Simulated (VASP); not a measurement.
# Ge (Fd-3m) in VASP: settings compared

Ge is run at these levels: PBE, r2SCAN; tasks: single point.

Everything below comes from runs of VASP 6.6.1. Logs are shortened: lines on timing, memory, paths and dates and some standing lists are left out, and cuts for length are marked.

**What was measured.**

“Temperature-dependent photoluminescence in Ge: experiment and theory”, 2020, arxiv:2003.00143 reports, for a bulk crystal of Ge at 0 K: band gap 0.744 eV (indirect).

“Electronic and optical properties of SixGe1-x-ySny alloys lattice-matched to Ge”, 2021, arxiv:2109.02782 reports, for a bulk crystal of Ge at 293 K: band gap 0.666 eV (indirect).

The results are compared with them further down.

## (1) The cell of the first run

Symmetry: Fd-3m, No. 227, cubic system. The conventional cell has a = 5.732 Å, b = 5.732 Å, c = 5.732 Å, α = 90.00°, β = 90.00°, γ = 90.00°. Ge (site symmetry -43m) has 4 Ge at 2.48 Å within 3.3 Å.

## (2) Single point, PBE

Input file INCAR:

```
PREC = Accurate
ENCUT = 520
EDIFF = 1E-7
ISMEAR = -1
SIGMA = 0.05
LREAL = False
LASPH = True
NELM = 100
ALGO = Normal
ISIF = 2
LWAVE = False
LCHARG = True
GGA = PE
LELF = True
LVHAR = True
NBANDS = 21
```

Input file KPOINTS:

```
Automatic mesh
0
Gamma
  8 8 8
```

Input file POSCAR:

```
Ge
1.0
    0.0000000000      2.8661367691      2.8661367691
    2.8661367691      0.0000000000      2.8661367691
    2.8661367691      2.8661367691      0.0000000000
Ge
2
Direct
    0.7500000000      0.7500000000      0.7500000000
    0.5000000000      0.5000000000      0.5000000000
```

Potentials or basis: VASP PAW PBE potentials, release 64 (Ge_d).

Command:

```console
$ cat potpaw_PBE.64/Ge_d/POTCAR > POTCAR
$ mpirun -np 1 vasp_std > vasp.out
```

OUTCAR:

```text
PREC = Accurate
   ENCUT = 520
   EDIFF = 1E-7
   ISMEAR = -1
   LREAL = False
   LASPH = True
   NELM = 100
   ISIF = 2
   GGA = PE

 ion  position               nearest neighbor table
   1  0.750  0.750  0.750-   2 2.48   2 2.48   2 2.48   2 2.48
   2  0.500  0.500  0.500-   1 2.48   1 2.48   1 2.48   1 2.48

  LATTYP: Found a face centered cubic cell.
 ALAT       =     5.7322735382

  Lattice vectors:

 A1 = (   0.0000000000,   2.8661367691,   2.8661367691)
 A2 = (   2.8661367691,   0.0000000000,   2.8661367691)
 A3 = (   2.8661367691,   2.8661367691,   0.0000000000)

Analysis of symmetry for initial positions (statically):
=====================================================================
 Subroutine PRICEL returns:
 Original cell was already a primitive cell.

 Routine SETGRP: Setting up the symmetry group for a
 face centered cubic supercell.

 Subroutine GETGRP returns: Found 48 space group operations
 (whereof 24 operations were pure point group operations)
 out of a pool of 48 trial point group operations.

The static configuration has the point symmetry T_d .
 The point group associated with its full space group is O_h .

Analysis of symmetry for dynamics (positions and initial velocities):
=====================================================================
 Subroutine PRICEL returns:
 Original cell was already a primitive cell.

 Routine SETGRP: Setting up the symmetry group for a
 face centered cubic supercell.

 Subroutine GETGRP returns: Found 48 space group operations
 (whereof 24 operations were pure point group operations)
 out of a pool of 48 trial point group operations.

The dynamic configuration has the point symmetry T_d .
 The point group associated with its full space group is O_h .

 Subroutine INISYM returns: Found 48 space group operations
 (whereof 24 operations are pure point group operations),
 and found     1 'primitive' translations

----------------------------------------------------------------------------------------

                                     Primitive cell

  volume of cell :      47.0891

  direct lattice vectors                    reciprocal lattice vectors
     0.000000000  2.866136769  2.866136769    -0.174450852  0.174450852  0.174450852
     2.866136769  0.000000000  2.866136769     0.174450852 -0.174450852  0.174450852
     2.866136769  2.866136769  0.000000000     0.174450852  0.174450852 -0.174450852

  length of vectors
     4.053329490  4.053329490  4.053329490     0.302157738  0.302157738  0.302157738

  position of ions in fractional coordinates (direct lattice)
     0.750000000  0.750000000  0.750000000
     0.500000000  0.500000000  0.500000000

  ion indices of the primitive-cell ions
   primitive index   ion index
                 1           1
                 2           2

----------------------------------------------------------------------------------------

 KPOINTS: Automatic mesh

Automatic generation of k-mesh.
 Grid dimensions read from file:
 generate k-points for:    8    8    8

 Generating k-lattice:

  Cartesian coordinates                     Fractional coordinates (reciprocal lattice)
    -0.021806356  0.021806356  0.021806356     0.125000000  0.000000000  0.000000000
     0.021806356 -0.021806356  0.021806356     0.000000000  0.125000000  0.000000000
     0.021806356  0.021806356 -0.021806356     0.000000000  0.000000000  0.125000000

  Length of vectors
     0.037769717  0.037769717  0.037769717

  Shift w.r.t. Gamma in fractional coordinates (k-lattice)
     0.000000000  0.000000000  0.000000000

 Subroutine IBZKPT returns following result:
 ===========================================

 Found     29 irreducible k-points:

 Following reciprocal coordinates:
            Coordinates               Weight
  0.000000  0.000000  0.000000      1.000000
  0.125000  0.000000  0.000000      8.000000
  0.250000  0.000000  0.000000      8.000000
  0.375000  0.000000  0.000000      8.000000
  0.500000  0.000000  0.000000      4.000000
  0.125000  0.125000  0.000000      6.000000
[... 16 lines left out ...]
  0.500000  0.250000  0.125000     48.000000
 -0.375000  0.250000  0.125000     24.000000
 [... further k-points ...]
   k-points           NKPTS =     29   k-points in BZ     NKDIM =     29   number of bands    NBANDS=     21
   number of dos      NEDOS =    301   number of ions     NIONS =      2
   total plane-waves  NPLWV =  27000
   dimension x,y,z NGX =    30 NGY =   30 NGZ =   30
   dimension x,y,z NGXF=    60 NGYF=   60 NGZF=   60
   ions per type =               2
   NGX,Y,Z   is equivalent  to a cutoff of  12.30, 12.30, 12.30 a.u.
   NGXF,Y,Z  is equivalent  to a cutoff of  24.61, 24.61, 24.61 a.u.
 SYSTEM =  unknown system
   PREC   = accura    normal or accurate (medium, high low for compatibility)
   ISTART =      0    job   : 0-new  1-cont  2-samecut
   ICHARG =      2    charge: 1-file 2-atom 10-const
   ISPIN  =      1    spin polarized calculation?
   LNONCOLLINEAR =      F non collinear calculations
   LSORBIT =      F    spin-orbit coupling
   LASPH  =      T    aspherical Exc in radial PAW
   ENCUT  =  520.0 eV  38.22 Ry    6.18 a.u.   7.54  7.54  7.54*2*pi/ulx,y,z
   NELM   =    100;   NELMIN=  2; NELMDL= -5     # of ELM steps
   EDIFF  = 0.1E-06   stopping-criterion for ELM
   LREAL  =      F    real-space projection
   EDIFFG = 0.1E-05   stopping-criterion for IOM
   NSW    =      0    number of steps for IOM
   IBRION =     -1    ionic relax: 0-MD 1-quasi-New 2-CG
   NFREE  =      0    steps in history (QN), initial steepest desc. (CG)
   ISIF   =      2    stress and relaxation
   ISYM   =      2    0-nonsym 1-usesym 2-fastsym
   POTIM  = 0.5000    time-step for ionic-motion
   TEBEG  =    0.0;   TEEND  =   0.0 temperature during run
   PSTRESS=    0.0 pullay stress
   NELECT =      28.0000    total number of electrons
   NUPDOWN=      -1.0000    fix difference up-down
   EMIN   =  10.00;   EMAX   =-10.00  energy-range for DOS
   EFERMI =   0.00;   METHOD = LEGACY
   ISMEAR =    -1;   SIGMA  =   0.05  broadening in eV -4-tet -1-fermi 0-gaus
   EFERMI_NEDOS =   21; number of points for ismear=-14 and -15
   IALGO  =     38    algorithm
   IMIX   =      4    mixing-type and parameters
     AMIX     =   0.40;   BMIX     =  1.00
     AMIX_MAG =   1.60;   BMIX_MAG =  1.00
  volume/ion in A,a.u.               =      23.54       158.89
  Fermi-wavevector in a.u.,A,eV,Ry     =   1.376641  2.601474 25.784939  1.895140
  Thomas-Fermi vector in A             =   2.501867
   LORBIT       =      0    0 simple, 1 ext, 2 COOP (PROOUT), +10 PAW based schemes
   GGA     = PE    functional components
   LHFCALC =     F    Hartree Fock is set to
   AEXX    =    0.0000 exact exchange contribution
   IVDW    =     0    specifies the selected vdW correction
   LEPSILON=     F    determine dielectric tensor
   LRPA    =     F    only Hartree local field effects (RPA)
 non-spin polarized calculation
  energy-cutoff  :      520.00
  volume of cell :       47.09
 maximum number of plane-waves:      1287
   NGX = 15   NGY = 15   NGZ = 15

 number of electron      27.9999990 magnetization

 Free energy of the ion-electron system (eV)
  ---------------------------------------------------
  ext. energy  EPLUGINS =         0.00000000
  ---------------------------------------------------
  free energy    TOTEN  =        -9.02455284 eV

  energy without entropy =       -9.02361399  energy(sigma->0) =       -9.02408342

 E-fermi :   4.6051     XC(G=0):  -9.7383

 val. band max:        4.3020047911   @ k =   0.1250   0.0000   0.0000
 cond. band min:       4.6196603372   @ k =   0.0000   0.0000   0.0000
 fundamental gap:      0.3176555461
 Fermi energy:         4.6050648616

 k-point     1 :       0.0000    0.0000    0.0000
  band No.  band energies     occupation
      1     -20.1427      2.00000
      2     -20.1427      2.00000
      3     -20.1427      2.00000
      4     -20.1095      2.00000
      5     -20.1095      2.00000
      6     -19.9192      2.00000
[... 13 lines left out ...]
     20      13.9969      0.00000
     21      13.9969      0.00000

 k-point     2 :       0.1250    0.0000    0.0000
  band No.  band energies     occupation
      1     -20.1499      2.00000
      2     -20.1499      2.00000
      3     -20.1404      2.00000
      4     -20.0994      2.00000
      5     -20.0994      2.00000
      6     -19.9307      2.00000
[... 13 lines left out ...]
     20      13.1400      0.00000
     21      13.1400      0.00000

 k-point     3 :       0.2500    0.0000    0.0000
  band No.  band energies     occupation
      1     -20.1591      2.00000
      2     -20.1591      2.00000
      3     -20.1348      2.00000
      4     -20.0840      2.00000
      5     -20.0840      2.00000
      6     -19.9434      2.00000
[... 13 lines left out ...]
     20      12.8906      0.00000
     21      12.8906      0.00000

 k-point     4 :       0.3750    0.0000    0.0000
  band No.  band energies     occupation
      1     -20.1638      2.00000
      2     -20.1638      2.00000
      3     -20.1290      2.00000
      4     -20.0744      2.00000
      5     -20.0744      2.00000
      6     -19.9502      2.00000
[... 13 lines left out ...]
     20      14.0060      0.00000
     21      14.0060      0.00000

 k-point     5 :       0.5000    0.0000    0.0000
  band No.  band energies     occupation
      1     -20.1650      2.00000
      2     -20.1650      2.00000
      3     -20.1265      2.00000
      4     -20.0717      2.00000
      5     -20.0717      2.00000
      6     -19.9518      2.00000
[... 13 lines left out ...]
     20      15.2418      0.00000
     21      15.6378      0.00000
[... 382 lines left out ...]
     20      15.8424      0.00000
     21      17.2446      0.00000

 k-point    22 :       0.3750    0.2500    0.1250
  band No.  band energies     occupation
      1     -20.1684      2.00000
      2     -20.1665      2.00000
      3     -20.1273      2.00000
      4     -20.0771      2.00000
      5     -20.0516      2.00000
      6     -19.9885      2.00000
[... 13 lines left out ...]
     20      14.5588      0.00000
     21      14.8267      0.00000

 k-point    23 :       0.5000    0.2500    0.1250
  band No.  band energies     occupation
      1     -20.1793      2.00000
      2     -20.1722      2.00000
      3     -20.1076      2.00000
      4     -20.0636      2.00000
      5     -20.0401      2.00000
      6     -19.9964      2.00000
[... 13 lines left out ...]
     20      14.1023      0.00000
     21      15.9512      0.00000

 k-point    24 :      -0.3750    0.2500    0.1250
  band No.  band energies     occupation
      1     -20.1840      2.00000
      2     -20.1735      2.00000
      3     -20.0986      2.00000
      4     -20.0536      2.00000
      5     -20.0414      2.00000
      6     -19.9920      2.00000
[... 13 lines left out ...]
     20      15.4552      0.00000
     21      15.8593      0.00000

 [... further k-points ...]

------------------------ aborting loop because EDIFF is reached ----------------------------------------

  FORCE on cell =-STRESS in cart. coord.  units (eV):
  Direction    XX          YY          ZZ          XY          YZ          ZX
  --------------------------------------------------------------------------------------
  -------------------------------------------------------------------------------------
  Total        0.2486705      0.2486705      0.2486705      0.0000000      0.0000000     -0.0000000
  in kB        8.4608534      8.4608534      8.4608534      0.0000000      0.0000000     -0.0000000
  external PRESSURE =       8.4608534 kB  Pullay stress =       0.0000000 kB

 VOLUME and BASIS-vectors are now :
 -----------------------------------------------------------------------------
  energy-cutoff  :      520.00
  volume of cell :       47.09
      direct lattice vectors                 reciprocal lattice vectors
     0.000000000  2.866136769  2.866136769    -0.174450852  0.174450852  0.174450852
     2.866136769  0.000000000  2.866136769     0.174450852 -0.174450852  0.174450852
     2.866136769  2.866136769  0.000000000     0.174450852  0.174450852 -0.174450852

 POSITION                                       TOTAL-FORCE (eV/Angst)
 -----------------------------------------------------------------------------------
      4.29921      4.29921      4.29921         0.000000      0.000000      0.000000
      2.86614      2.86614      2.86614        -0.000000     -0.000000     -0.000000
 -----------------------------------------------------------------------------------
    total drift:                                0.000000     -0.000000      0.000000

  FREE ENERGIE OF THE ION-ELECTRON SYSTEM (eV)
  ---------------------------------------------------
  free  energy   TOTEN  =        -9.0245528422 eV

  energy  without entropy=       -9.0236139930  energy(sigma->0) =       -9.02408342
```

It took 40 s on 1 thread of Intel Xeon Platinum 8488C (Sapphire Rapids), shared host; peak memory 0.17 GiB.

What came out:

```
Free energy            : -9.0246 eV
Pressure               : 0.8 GPa
Band gap on the k mesh : zero (filled and empty bands touch)
```

Levels at points of the mesh, in eV from the Fermi level:
| k point | band 12 | band 13 | band 14 | band 15 | band 16 | band 17 |
| --- | --- | --- | --- | --- | --- | --- |
| (0.00, 0.00, 0.00) | -0.30 | 0.01 | 0.01 | 0.01 | 2.55 | 2.55 |
| (0.50, 0.00, 0.00) | -7.41 | -1.33 | -1.33 | 0.08 | 3.74 | 3.74 |
| (0.50, 0.50, 0.00) | -8.73 | -2.92 | -2.92 | 0.82 | 0.82 | 9.21 |

(Continued in part 2 of 3.)
